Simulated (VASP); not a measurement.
# YGe12 (P4/mmm) in VASP: single point with PBE

Aim: the single point of YGe12 with PBE.

Everything below comes from runs of VASP 6.6.1. Logs are shortened: lines on timing, memory, paths and dates and some standing lists are left out, and cuts for length are marked.

### 1 The cell of the first run

Symmetry: P4/mmm, No. 123, tetragonal system. The conventional cell has a = 6.769 Å, b = 6.769 Å, c = 6.306 Å, α = 90.00°, β = 90.00°, γ = 90.00°. Within 4.4 Å of Y (site symmetry 4/mmm) lie 16 Ge at 3.31 to 3.58 Å. Within 3.4 Å of Ge (site symmetry m) lie 7 Ge at 2.40 to 3.40 Å and 1 Y at 3.31 Å. Within 3.2 Å of Ge (site symmetry m2m) lie 4 Ge at 2.40 Å.

The cell was built from a structure type or drawn by symmetry, and may not be a known phase.

### 2 Single point, PBE

The input, INCAR:

```
ALGO = Fast ; EDIFF = 1E-6
ENCUT = 520 ; GGA = PE
ISIF = 2 ; ISMEAR = 0
LASPH = T ; LCHARG = F
LREAL = F ; LWAVE = F
NBANDS = 102 ; NELM = 100
PREC = Accurate ; SIGMA = 0.1
```

The input, KPOINTS:

```
k-points
0
Gamma
  4 4 4
```

The input, POSCAR:

```
YGe12
1.0
    6.7694025800      0.0000000000      0.0000000000
    0.0000000000      6.7694025800      0.0000000000
    0.0000000000      0.0000000000      6.3064297900
Y Ge
1 12
Direct
    0.0000000000      0.0000000000      0.5000000000
    0.3226051800      0.3226051800      0.6904176700
    0.6773948200      0.6773948200      0.6904176700
    0.6773948200      0.3226051800      0.6904176700
    0.3226051800      0.6773948200      0.6904176700
    0.6773948200      0.3226051800      0.3095823300
    0.3226051800      0.6773948200      0.3095823300
    0.3226051800      0.3226051800      0.3095823300
    0.6773948200      0.6773948200      0.3095823300
    0.8227203200      0.8227203200      0.0000000000
    0.1772796800      0.1772796800      0.0000000000
    0.1772796800      0.8227203200      0.0000000000
    0.8227203200      0.1772796800      0.0000000000
```

Potentials or basis: VASP PAW PBE potentials, release 64 (Y_sv, Ge_d).

Command:

```bash
$ cat potpaw_PBE.64/Y_sv/POTCAR potpaw_PBE.64/Ge_d/POTCAR > POTCAR
$ mpirun -np 1 vasp_std > vasp.out
```

OUTCAR:

```text
EDIFF = 1E-6
   ENCUT = 520
   GGA = PE
   ISIF = 2
   ISMEAR = 0
   LASPH = T
   LREAL = F
   NELM = 100
   PREC = Accurate

 ion  position               nearest neighbor table
   1  0.000  0.000  0.500-   2 3.31   3 3.31   4 3.31   5 3.31   6 3.31   7 3.31   8 3.31   9 3.31
                            10 3.58  11 3.58  12 3.58  13 3.58  10 3.58  11 3.58  12 3.58  13 3.58
   2  0.323  0.323  0.690-  11 2.40   8 2.40   4 2.40   5 2.40   1 3.31
   3  0.677  0.677  0.690-  10 2.40   9 2.40   4 2.40   5 2.40   1 3.31
   4  0.677  0.323  0.690-  13 2.40   6 2.40   2 2.40   3 2.40   1 3.31
   5  0.323  0.677  0.690-  12 2.40   7 2.40   2 2.40   3 2.40   1 3.31
   6  0.677  0.323  0.310-  13 2.40   4 2.40   9 2.40   8 2.40   1 3.31
   7  0.323  0.677  0.310-  12 2.40   5 2.40   9 2.40   8 2.40   1 3.31
   8  0.323  0.323  0.310-  11 2.40   2 2.40   7 2.40   6 2.40   1 3.31
   9  0.677  0.677  0.310-  10 2.40   3 2.40   7 2.40   6 2.40   1 3.31
  10  0.823  0.823  0.000-   3 2.40   9 2.40  12 2.40  13 2.40   1 3.58   1 3.58
  11  0.177  0.177  0.000-   2 2.40   8 2.40  12 2.40  13 2.40   1 3.58   1 3.58
  12  0.177  0.823  0.000-   5 2.40   7 2.40  10 2.40  11 2.40   1 3.58   1 3.58
  13  0.823  0.177  0.000-   4 2.40   6 2.40  10 2.40  11 2.40   1 3.58   1 3.58

  LATTYP: Found a simple tetragonal cell.
 ALAT       =     6.7694025800
 C/A-ratio  =     0.9316080283

  Lattice vectors:

 A1 = (   6.7694025800,   0.0000000000,   0.0000000000)
 A2 = (   0.0000000000,   6.7694025800,   0.0000000000)
 A3 = (   0.0000000000,   0.0000000000,   6.3064297900)

Analysis of symmetry for initial positions (statically):
=====================================================================
 Subroutine PRICEL returns:
 Original cell was already a primitive cell.

 Routine SETGRP: Setting up the symmetry group for a
 simple tetragonal supercell.

 Subroutine GETGRP returns: Found 16 space group operations
 (whereof 16 operations were pure point group operations)
 out of a pool of 16 trial point group operations.

The static configuration has the point symmetry D_4h.

Analysis of symmetry for dynamics (positions and initial velocities):
=====================================================================
 Subroutine PRICEL returns:
 Original cell was already a primitive cell.
[... 133 lines left out ...]
   PSTRESS=    0.0 pullay stress
   NELECT =     179.0000    total number of electrons
   NUPDOWN=      -1.0000    fix difference up-down
   EMIN   =  10.00;   EMAX   =-10.00  energy-range for DOS
   EFERMI =   0.00;   METHOD = LEGACY
   ISMEAR =     0;   SIGMA  =   0.10  broadening in eV -4-tet -1-fermi 0-gaus
   EFERMI_NEDOS =   21; number of points for ismear=-14 and -15
   IALGO  =     68    algorithm
   IMIX   =      4    mixing-type and parameters
     AMIX     =   0.40;   BMIX     =  1.00
     AMIX_MAG =   1.60;   BMIX_MAG =  1.00
  volume/ion in A,a.u.               =      22.23       150.02
  Fermi-wavevector in a.u.,A,eV,Ry     =   1.395504  2.637120 26.496414  1.947431
  Thomas-Fermi vector in A             =   2.518949
   LORBIT       =      0    0 simple, 1 ext, 2 COOP (PROOUT), +10 PAW based schemes
   GGA     = PE    functional components
   LHFCALC =     F    Hartree Fock is set to
   AEXX    =    0.0000 exact exchange contribution
   IVDW    =     0    specifies the selected vdW correction
   LEPSILON=     F    determine dielectric tensor
   LRPA    =     F    only Hartree local field effects (RPA)
 non-spin polarized calculation
 RMM-DIIS sequential band-by-band and
 Gauss-broadening in eV      SIGMA  =   0.10
  energy-cutoff  :      520.00
  volume of cell :      288.99
 maximum number of plane-waves:      7823
   NGX = 25   NGY = 25   NGZ = 23

 number of electron     179.0000030 magnetization

 Free energy of the ion-electron system (eV)
  ---------------------------------------------------
  ext. energy  EPLUGINS =         0.00000000
  ---------------------------------------------------
  free energy    TOTEN  =       -56.85001655 eV

  energy without entropy =      -56.80984833  energy(sigma->0) =      -56.82993244

 E-fermi :   5.4395     XC(G=0): -10.0762

 val. band max:        5.4146972730   @ k =   0.0000   0.0000   0.5000
 cond. band min:       5.4436679933   @ k =   0.5000   0.2500   0.5000
 fundamental gap:      0.0289707203
 Fermi energy:         5.4394933204

 k-point     1 :       0.0000    0.0000    0.0000
  band No.  band energies     occupation
      1     -38.5970      2.00000
      2     -19.6917      2.00000
      3     -19.6519      2.00000
      4     -19.6519      2.00000
      5     -19.6428      2.00000
      6     -19.6390      2.00000
[... 1861 lines left out ...]
    100       7.6027      0.00000
    101       8.1960      0.00000
 [bands above 101 left out]

------------------------ aborting loop because EDIFF is reached ----------------------------------------

  FORCE on cell =-STRESS in cart. coord.  units (eV):
  Direction    XX          YY          ZZ          XY          YZ          ZX
  --------------------------------------------------------------------------------------
  -------------------------------------------------------------------------------------
  Total       13.8435270     13.8435270     28.9794224      0.0000000     -0.0000000      0.0000000
  in kB       76.7490635     76.7490635    160.6630687      0.0000000     -0.0000000      0.0000000
  external PRESSURE =     104.7203985 kB  Pullay stress =       0.0000000 kB

 VOLUME and BASIS-vectors are now :
 -----------------------------------------------------------------------------
  energy-cutoff  :      520.00
  volume of cell :      288.99
      direct lattice vectors                 reciprocal lattice vectors
     6.769402580  0.000000000  0.000000000     0.147723523  0.000000000  0.000000000
     0.000000000  6.769402580  0.000000000     0.000000000  0.147723523  0.000000000
     0.000000000  0.000000000  6.306429790     0.000000000  0.000000000  0.158568324

 POSITION                                       TOTAL-FORCE (eV/Angst)
 -----------------------------------------------------------------------------------
      0.00000      0.00000      3.15321        -0.000000      0.000000      0.000000
      2.18384      2.18384      4.35407        -0.782811     -0.782811      0.955851
      4.58556      4.58556      4.35407         0.782811      0.782811      0.955851
      4.58556      2.18384      4.35407         0.782811     -0.782811      0.955851
      2.18384      4.58556      4.35407        -0.782811      0.782811      0.955851
      4.58556      2.18384      1.95236         0.782811     -0.782811     -0.955851
      2.18384      4.58556      1.95236        -0.782811      0.782811     -0.955851
      2.18384      2.18384      1.95236        -0.782811     -0.782811     -0.955851
      4.58556      4.58556      1.95236         0.782811      0.782811     -0.955851
      5.56933      5.56933      0.00000        -0.086456     -0.086456      0.000000
      1.20008      1.20008      0.00000         0.086456      0.086456      0.000000
      1.20008      5.56933      0.00000         0.086456     -0.086456      0.000000
      5.56933      1.20008      0.00000        -0.086456      0.086456      0.000000
 -----------------------------------------------------------------------------------
    total drift:                               -0.000000     -0.000000     -0.000000

  FREE ENERGIE OF THE ION-ELECTRON SYSTEM (eV)
  ---------------------------------------------------
  free  energy   TOTEN  =       -56.8500165478 eV

  energy  without entropy=      -56.8098483287  energy(sigma->0) =      -56.82993244
```

OSZICAR:

```text
N       E                     dE             d eps       ncg     rms          rms(c)
DAV:   1     0.284360100197E+04    0.28436E+04   -0.75997E+04  4286   0.477E+03
DAV:   2     0.570301282657E+03   -0.22733E+04   -0.22107E+04  3672   0.126E+03
[... 48 lines left out ...]
RMM:  51    -0.568500162628E+02   -0.48150E-05   -0.27541E-05  2287   0.469E-03    0.640E-02
RMM:  52    -0.568500180424E+02   -0.17795E-05   -0.19703E-05  2026   0.417E-03    0.647E-02
RMM:  53    -0.568500183121E+02   -0.26977E-06   -0.16338E-05  1928   0.388E-03    0.636E-02
RMM:  54    -0.568500162517E+02    0.20605E-05   -0.13008E-05  2708   0.456E-03    0.580E-02
RMM:  55    -0.568500156565E+02    0.59520E-06   -0.10391E-05  2428   0.375E-03    0.552E-02
RMM:  56    -0.568500165478E+02   -0.89132E-06   -0.81661E-06  1872   0.328E-03
   1 F= -.56850017E+02 E0= -.56829932E+02  d E =-.401682E-01
```

stdout:

```text
POSCAR found type information on POSCAR Y Ge
 POSCAR found :  2 types and      13 ions
 scaLAPACK will be used
 LDA part: xc-table for (Slater+PW92), standard interpolation
 POSCAR, INCAR and KPOINTS ok, starting setup
 FFT: planning ... GRIDC
 FFT: planning ... GRID_SOFT
 FFT: planning ... GRID
 WAVECAR not read
 entering main loop
WARNING in EDDRMM: call to ZHEGV failed, returncode =   6  3     84
WARNING in EDDRMM: call to ZHEGV failed, returncode =   8  4     88
WARNING in EDDRMM: call to ZHEGV failed, returncode =   6  3     65
WARNING in EDDRMM: call to ZHEGV failed, returncode =   8  4     67
WARNING in EDDRMM: call to ZHEGV failed, returncode =   6  3     72
WARNING in EDDRMM: call to ZHEGV failed, returncode =   8  4     67
WARNING in EDDRMM: call to ZHEGV failed, returncode =   6  3     78
WARNING in EDDRMM: call to ZHEGV failed, returncode =   8  4     86
WARNING in EDDRMM: call to ZHEGV failed, returncode =   8  4     67
WARNING in EDDRMM: call to ZHEGV failed, returncode =   6  3     93
[... 4 lines left out ...]
WARNING in EDDRMM: call to ZHEGV failed, returncode =   8  4     99
WARNING in EDDRMM: call to ZHEGV failed, returncode =   6  3     68
WARNING in EDDRMM: call to ZHEGV failed, returncode =   8  4     68
WARNING in EDDRMM: call to ZHEGV failed, returncode =   6  3     70
WARNING in EDDRMM: call to ZHEGV failed, returncode =   6  3     68
WARNING in EDDRMM: call to ZHEGV failed, returncode =   8  4     68
WARNING in EDDRMM: call to ZHEGV failed, returncode =   8  4     67
WARNING in EDDRMM: call to ZHEGV failed, returncode =   8  4     72
WARNING in EDDRMM: call to ZHEGV failed, returncode =   8  4     86
WARNING in EDDRMM: call to ZHEGV failed, returncode =   6  3     72
```

It took 29 min on 1 thread of AMD EPYC 9R45 (Zen 5), shared host; peak memory 0.57 GiB.

Results:

```yaml
Free_energy: -56.8500 eV
Pressure: 10.5 GPa
Largest_force: 1.463 eV/Å
Band_gap_on_the_k_mesh: zero (an odd number of electrons rules out a gap without spin polarisation)
```

Forces on the atoms (eV/Å):
```
Y    0.000  0.000  0.000
Ge  -0.783 -0.783  0.956
Ge   0.783  0.783  0.956
Ge   0.783 -0.783  0.956
Ge  -0.783  0.783  0.956
Ge   0.783 -0.783 -0.956
Ge  -0.783  0.783 -0.956
Ge  -0.783 -0.783 -0.956
Ge   0.783  0.783 -0.956
Ge  -0.086 -0.086  0.000
Ge   0.086  0.086  0.000
Ge   0.086 -0.086  0.000
Ge  -0.086  0.086  0.000
```

Levels at points of the mesh, in eV from the Fermi level:
| k point | band 86 | band 87 | band 88 | band 89 | band 90 | band 91 | band 92 | band 93 |
| --- | --- | --- | --- | --- | --- | --- | --- | --- |
| (0.00, 0.00, 0.00) | -2.18 | -1.62 | -1.62 | -0.09 | 1.20 | 1.23 | 1.42 | 1.80 |
| (0.50, 0.00, 0.00) | -2.01 | -1.63 | -0.71 | 0.08 | 1.01 | 1.11 | 1.26 | 1.41 |
| (0.50, 0.50, 0.00) | -1.91 | -1.91 | -1.29 | -0.28 | 0.11 | 0.11 | 0.16 | 0.73 |
| (0.00, 0.00, 0.50) | -1.08 | -1.00 | -0.82 | -0.82 | -0.53 | -0.02 | 0.06 | 0.06 |
| (0.50, 0.00, 0.50) | -1.97 | -1.85 | -1.52 | -1.18 | -0.69 | -0.21 | 0.21 | 0.39 |
| (0.50, 0.50, 0.50) | -1.70 | -1.45 | -1.45 | -0.42 | -0.42 | -0.31 | -0.13 | 0.13 |

Caveat: the cell stands under pressure; forces of over 1 eV/Å act on the atoms, so gaps and moduli don't describe the material at rest.
